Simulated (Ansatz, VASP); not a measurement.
Two plane-wave programs on AgO

Contents of INCAR:

```
SYSTEM = AgO
ALGO = Normal ; EDIFF = 1E-7
ENCUT = 520 ; GGA = PS
ISIF = 2 ; ISMEAR = 0
LASPH = .True. ; LCHARG = .False.
LREAL = .False. ; LWAVE = .False.
NBANDS = 16 ; NELM = 100
PREC = Accurate ; SIGMA = 0.15
```

The input KPOINTS:

```
k-points
0
Gamma
  18 18 18
  0 0 0
```

File POSCAR:

```
AgO
1.0
    0.0000000000      2.5284000000      2.4080000000
    2.5284000000      0.0000000000      2.4080000000
    2.5284000000      2.5284000000      0.0000000000
Ag O
1 1
Direct
    0.0000000000      0.0000000000      0.0000000000
    0.7500000000      0.7500000000      0.7500000000
```

Input for Ansatz:

```yaml
crystal:
  lattice:
    - [0.0, 2.5284, 2.408]
    - [2.5284, 0.0, 2.408]
    - [2.5284, 2.5284, 0.0]
  atoms:
    - { symbol: Ag, position: [0.0, 0.0, 0.0] }
    - { symbol: O, position: [0.75, 0.75, 0.75] }
basis:
  ecutwfc: 420
kpoints:
  mp_grid: { grid: [18, 18, 18] }
hamiltonian:
  xc: pbesol
scf:
  occupations: { method: gaussian, width: 0.15 }
output:
  forces: true
  stress: true
  eigenvalues: true
  write_density: true
  write_potential: true
  elf: true
  volumetric_format: npy
```

Change from the starting cell: strain +0.050 along x and y, +0.000 along z, atoms carried along.

Alike in both runs: task single point; functional PBEsol; k mesh 18 × 18 × 18; occupations gaussian, width 0.15 eV; no spin polarisation.

|  | VASP | Ansatz |
| --- | --- | --- |
| version | VASP 6.6.1 | Ansatz 0.2.0 |
| potentials or method | VASP PAW PBE potentials, release 64 (Ag, O), cutoff 520 eV | scalar-relativistic, plane waves, PAW |
| valence electrons in the cell | 17 | 25 |

VASP gave:

```
gap on the k mesh at the Fermi level (eV)                     : none
pressure (GPa)                                                : -1.9
traceless stress, the component that is largest in VASP (GPa) : -0.19
```

Problem. What did Ansatz give for the same quantities?

Solution. gap on the k mesh at the Fermi level (eV): none; pressure (GPa): -1.7; traceless stress, the component that is largest in VASP (GPa): -0.19.

VASP's potentials were made for PBE, not for PBEsol. A gap of «none» marks a metal or a gap that the smearing closes. VASP's potentials hold 17 valence electrons a cell and Ansatz's 25, so a difference there can come from the potentials and not from the codes.
